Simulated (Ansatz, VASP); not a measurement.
## One calculation of Mo, two programs

```
Mo
1.0
    -1.58645    1.58645    1.58645
     1.58645   -1.58645    1.58645
     1.58645    1.58645   -1.58645
Mo
1
Direct
  0.00000 0.00000 0.00000
```

Alike in both runs: task single point; functional revPBE; k mesh 14 × 14 × 14; occupations fermi-dirac, width 0.1 eV; non-collinear spin, spin-orbit coupling.

|  | VASP | Ansatz |
| --- | --- | --- |
| version | VASP 6.6.1 | Ansatz 0.2.0 |
| potentials or method | VASP PAW PBE potentials, release 64 (Mo_sv), cutoff 500 eV | plane waves (420 eV) with PAW, fully relativistic with spin-orbit coupling |
| valence electrons in the cell | 14 | 14 |

```csv
,VASP,Ansatz,Ansatz less VASP
net moment per atom (μB),0.00,0.00,0.000
```

VASP's potentials were made for PBE, not for revPBE.
